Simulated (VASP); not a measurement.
# Cu (R-3m) in VASP: further runs

Cu is run at these levels: PBEsol; tasks: electric field gradients.

Program: VASP 6.6.1. These are calculated values, not measurements. Logs are shortened: lines on timing, memory, paths and dates and some standing lists are left out, and cuts for length are marked.

### Step 1. The cell of the first run

The structure is trigonal, space group R-3m (No. 166). Conventional cell: a = 2.543 Å, b = 2.543 Å, c = 6.324 Å, α = 90.00°, β = 90.00°, γ = 120.00°. Cu (site symmetry -3m) has 12 Cu at 2.54 to 2.57 Å within 3.4 Å.

### Step 2. Electric field gradients, PBEsol (equal xy, yz and zx shear strains of +1 %)

Input file INCAR:

```
PREC = Accurate ; ENCUT = 520
EDIFF = 1E-8 ; ISMEAR = -1
SIGMA = 0.08 ; LREAL = F
LASPH = T ; NELM = 60
ALGO = Normal ; ISIF = 2
LWAVE = F ; LCHARG = F
GGA = PS ; LEFG = T
NBANDS = 12
```

Input file KPOINTS:

```
Automatic mesh
0
Gamma
  19 19 19
```

Input file POSCAR:

```
Cu
1.0
    0.0180750000      1.8165375000      1.8165375000
    1.8165375000      0.0180750000      1.8165375000
    1.8165375000      1.8165375000      0.0180750000
Cu
1
Direct
    0.0000000000      0.0000000000      0.0000000000
```

Potentials or basis: VASP PAW PBE potentials, release 64 (Cu).

Started as:

```console
> cat potpaw_PBE.64/Cu/POTCAR > POTCAR
> mpirun -np 1 vasp_std > vasp.out
```

OUTCAR:

```text
PREC = Accurate
   ENCUT = 520
   EDIFF = 1E-8
   ISMEAR = -1
   LREAL = F
   LASPH = T
   NELM = 60
   ISIF = 2
   GGA = PS

 ion  position               nearest neighbor table
   1  0.000  0.000  0.000-

  LATTYP: Found a trigonal (rhomboedric) cell.
 ALAT       =     2.5690355551
 COS(alpha) =     0.5099250056

  Lattice vectors:

 A1 = (   0.0180750000,   1.8165375000,   1.8165375000)
 A2 = (   1.8165375000,   0.0180750000,   1.8165375000)
 A3 = (   1.8165375000,   1.8165375000,   0.0180750000)

Analysis of symmetry for initial positions (statically):
=====================================================================
 Subroutine PRICEL returns:
 Original cell was already a primitive cell.

 Routine SETGRP: Setting up the symmetry group for a
 trigonal (rhombohedral) supercell.

 Subroutine GETGRP returns: Found 12 space group operations
 (whereof 12 operations were pure point group operations)
 out of a pool of 12 trial point group operations.

The static configuration has the point symmetry D_3d.

Analysis of symmetry for dynamics (positions and initial velocities):
=====================================================================
 Subroutine PRICEL returns:
 Original cell was already a primitive cell.

 Routine SETGRP: Setting up the symmetry group for a
 trigonal (rhombohedral) supercell.

 Subroutine GETGRP returns: Found 12 space group operations
 (whereof 12 operations were pure point group operations)
 out of a pool of 12 trial point group operations.

The dynamic configuration has the point symmetry D_3d.

 Subroutine INISYM returns: Found 12 space group operations
 (whereof 12 operations are pure point group operations),
 and found     1 'primitive' translations

----------------------------------------------------------------------------------------

                                     Primitive cell

  volume of cell :      11.8095

  direct lattice vectors                    reciprocal lattice vectors
     0.018075000  1.816537500  1.816537500    -0.279391562  0.276638936  0.276638936
     1.816537500  0.018075000  1.816537500     0.276638936 -0.279391562  0.276638936
     1.816537500  1.816537500  0.018075000     0.276638936  0.276638936 -0.279391562

  length of vectors
     2.569035555  2.569035555  2.569035555     0.480747176  0.480747176  0.480747176

  position of ions in fractional coordinates (direct lattice)
     0.000000000  0.000000000  0.000000000

  ion indices of the primitive-cell ions
   primitive index   ion index
                 1           1

----------------------------------------------------------------------------------------

 KPOINTS: Automatic mesh

Automatic generation of k-mesh.
 Grid dimensions read from file:
 generate k-points for:   19   19   19

 Generating k-lattice:

  Cartesian coordinates                     Fractional coordinates (reciprocal lattice)
    -0.014704819  0.014559944  0.014559944     0.052631579  0.000000000 -0.000000000
     0.014559944 -0.014704819  0.014559944     0.000000000  0.052631579 -0.000000000
     0.014559944  0.014559944 -0.014704819     0.000000000  0.000000000  0.052631579

  Length of vectors
     0.025302483  0.025302483  0.025302483

  Shift w.r.t. Gamma in fractional coordinates (k-lattice)
     0.000000000  0.000000000  0.000000000

 Subroutine IBZKPT returns following result:
 ===========================================

 Found    670 irreducible k-points:

 Following reciprocal coordinates:
            Coordinates               Weight
  0.000000  0.000000  0.000000      1.000000
  0.052632  0.000000 -0.000000      6.000000
  0.105263  0.000000 -0.000000      6.000000
  0.157895 -0.000000 -0.000000      6.000000
  0.210526 -0.000000 -0.000000      6.000000
  0.263158  0.000000  0.000000      6.000000
[... 16 lines left out ...]
 -0.315789  0.052632  0.000000     12.000000
 -0.263158  0.052632 -0.000000     12.000000
 [... further k-points ...]
   k-points           NKPTS =    670   k-points in BZ     NKDIM =    670   number of bands    NBANDS=     12
   number of dos      NEDOS =    301   number of ions     NIONS =      1
   total plane-waves  NPLWV =   8000
   dimension x,y,z NGX =    20 NGY =   20 NGZ =   20
   dimension x,y,z NGXF=    40 NGYF=   40 NGZF=   40
   ions per type =               1
   NGX,Y,Z   is equivalent  to a cutoff of  12.94, 12.94, 12.94 a.u.
   NGXF,Y,Z  is equivalent  to a cutoff of  25.88, 25.88, 25.88 a.u.
 SYSTEM =  unknown system
   PREC   = accura    normal or accurate (medium, high low for compatibility)
   ISTART =      0    job   : 0-new  1-cont  2-samecut
   ICHARG =      2    charge: 1-file 2-atom 10-const
   ISPIN  =      1    spin polarized calculation?
   LNONCOLLINEAR =      F non collinear calculations
   LSORBIT =      F    spin-orbit coupling
   LASPH  =      T    aspherical Exc in radial PAW
   ENCUT  =  520.0 eV  38.22 Ry    6.18 a.u.   4.78  4.78  4.78*2*pi/ulx,y,z
   NELM   =     60;   NELMIN=  2; NELMDL= -5     # of ELM steps
   EDIFF  = 0.1E-07   stopping-criterion for ELM
   LREAL  =      F    real-space projection
   EDIFFG = 0.1E-06   stopping-criterion for IOM
   NSW    =      0    number of steps for IOM
   IBRION =     -1    ionic relax: 0-MD 1-quasi-New 2-CG
   NFREE  =      0    steps in history (QN), initial steepest desc. (CG)
   ISIF   =      2    stress and relaxation
   ISYM   =      2    0-nonsym 1-usesym 2-fastsym
   POTIM  = 0.5000    time-step for ionic-motion
   TEBEG  =    0.0;   TEEND  =   0.0 temperature during run
   PSTRESS=    0.0 pullay stress
   NELECT =      11.0000    total number of electrons
   NUPDOWN=      -1.0000    fix difference up-down
   EMIN   =  10.00;   EMAX   =-10.00  energy-range for DOS
   EFERMI =   0.00;   METHOD = LEGACY
   ISMEAR =    -1;   SIGMA  =   0.08  broadening in eV -4-tet -1-fermi 0-gaus
   EFERMI_NEDOS =   21; number of points for ismear=-14 and -15
   IALGO  =     38    algorithm
   IMIX   =      4    mixing-type and parameters
     AMIX     =   0.40;   BMIX     =  1.00
     AMIX_MAG =   1.60;   BMIX_MAG =  1.00
  volume/ion in A,a.u.               =      11.81        79.69
  Fermi-wavevector in a.u.,A,eV,Ry     =   1.598803  3.021299 34.778811  2.556171
  Thomas-Fermi vector in A             =   2.696195
   LORBIT       =      0    0 simple, 1 ext, 2 COOP (PROOUT), +10 PAW based schemes
   GGA     = PS    functional components
   LHFCALC =     F    Hartree Fock is set to
   AEXX    =    0.0000 exact exchange contribution
   IVDW    =     0    specifies the selected vdW correction
   LEPSILON=     F    determine dielectric tensor
   LRPA    =     F    only Hartree local field effects (RPA)
 non-spin polarized calculation
  energy-cutoff  :      520.00
  volume of cell :       11.81
 maximum number of plane-waves:       331
   NGX =  9   NGY =  9   NGZ =  9

 number of electron      11.0000001 magnetization

 Free energy of the ion-electron system (eV)
  ---------------------------------------------------
  ext. energy  EPLUGINS =         0.00000000
  ---------------------------------------------------
  free energy    TOTEN  =        -4.30166200 eV

  energy without entropy =       -4.29444331  energy(sigma->0) =       -4.29805265

 E-fermi :   7.4296     XC(G=0): -12.9087

 val. band max:        7.4240579944   @ k =  -0.4737   0.2632   0.2632
 cond. band min:       7.4377171490   @ k =   0.4737   0.4211   0.1053
 fundamental gap:      0.0136591546
 Fermi energy:         7.4296400859

 k-point     1 :       0.0000    0.0000    0.0000
  band No.  band energies     occupation
      1      -1.9883      2.00000
      2       4.3172      2.00000
      3       4.3930      2.00000
      4       4.3930      2.00000
      5       5.2023      2.00000
      6       5.2023      2.00000
      7      29.9334      0.00000
      8      32.1634      0.00000
      9      32.8469      0.00000
     10      32.8469      0.00000
     11      34.6486      0.00000
     12      35.2818      0.00000

 k-point     2 :       0.0526    0.0000   -0.0000
  band No.  band energies     occupation
      1      -1.8866      2.00000
      2       4.3300      2.00000
      3       4.3773      2.00000
      4       4.4142      2.00000
      5       5.1938      2.00000
      6       5.1938      2.00000
      7      29.4737      0.00000
      8      31.2411      0.00000
      9      32.0147      0.00000
     10      32.4881      0.00000
     11      35.1541      0.00000
     12      35.7835      0.00000
[... 316 lines left out ...]
 k-point    24 :      -0.2632    0.0526   -0.0000
  band No.  band energies     occupation
      1       0.7084      2.00000
      2       4.1050      2.00000
      3       4.4829      2.00000
      4       4.5548      2.00000
      5       5.2415      2.00000
      6       5.4994      2.00000
      7      18.5298      0.00000
      8      27.3402      0.00000
      9      30.2971      0.00000
     10      31.4958      0.00000
     11      33.7122      0.00000
     12      35.1159      0.00000

 [... further k-points ...]
[... 5 lines left out ...]
  --------------------------------------------------------------------------------------
  -------------------------------------------------------------------------------------
  Total       -0.4277560     -0.4277560     -0.4277560     -0.0525055     -0.0525055     -0.0525055
  in kB      -58.0329005    -58.0329005    -58.0329005     -7.1233289     -7.1233289     -7.1233289
  external PRESSURE =     -58.0329005 kB  Pullay stress =       0.0000000 kB

 VOLUME and BASIS-vectors are now :
 -----------------------------------------------------------------------------
  energy-cutoff  :      520.00
  volume of cell :       11.81
      direct lattice vectors                 reciprocal lattice vectors
     0.018075000  1.816537500  1.816537500    -0.279391562  0.276638936  0.276638936
     1.816537500  0.018075000  1.816537500     0.276638936 -0.279391562  0.276638936
     1.816537500  1.816537500  0.018075000     0.276638936  0.276638936 -0.279391562

 POSITION                                       TOTAL-FORCE (eV/Angst)
 -----------------------------------------------------------------------------------
      0.00000      0.00000      0.00000        -0.000000      0.000000     -0.000000
 -----------------------------------------------------------------------------------
    total drift:                                0.000000      0.000000      0.000000

  FREE ENERGIE OF THE ION-ELECTRON SYSTEM (eV)
  ---------------------------------------------------
  free  energy   TOTEN  =        -4.3016619994 eV

  energy  without entropy=       -4.2944433076  energy(sigma->0) =       -4.29805265

 Electric field gradients (V/A^2)
---------------------------------------------------------------------
 ion       V_xx      V_yy      V_zz      V_xy      V_xz      V_yz
---------------------------------------------------------------------
   1       0.000     0.000    -0.000     0.313     0.313     0.313
---------------------------------------------------------------------

 Electric field gradients after diagonalization (V/A^2)
 (convention: |V_zz| > |V_xx| > |V_yy|)
----------------------------------------------------------------------
 ion       V_xx      V_yy      V_zz     asymmetry (V_yy - V_xx)/ V_zz
----------------------------------------------------------------------
   1      -0.313    -0.313     0.626       0.000
----------------------------------------------------------------------

           NMR quadrupolar parameters

 Cq : quadrupolar parameter    Cq=e*Q*V_zz/h
 eta: asymmetry parameters     (V_yy - V_xx)/ V_zz
 Q  : nuclear electric quadrupole moment in mb (millibarn)
----------------------------------------------------------------------
 ion       Cq(MHz)       eta       Q (mb)
----------------------------------------------------------------------
   1       0.002       0.000       1.000
----------------------------------------------------------------------
```

Run time: 41 s. Hardware: 1 thread of Intel Xeon 6975P-C (Granite Rapids), shared host; peak memory 0.2 GiB.

Results:

| Quantity | Value |
| --- | --- |
| Free energy | -4.3017 eV |
| Pressure | -5.8 GPa |

Electric field gradients, principal values (V/Å²):
```
atom   least  middle  greatest (by size)
1 Cu  -0.313  -0.313               0.626
```

Caveat: the cell differs from its parent crystal (equal xy, yz and zx shear strains of +1 %); without QUAD_EFG the Cq values of the log hold for a quadrupole moment of 1 mb, not for the nuclei; the PAW data sets were made with another functional, which shifts forces and pressure a little.

[end of part 1 of 2]
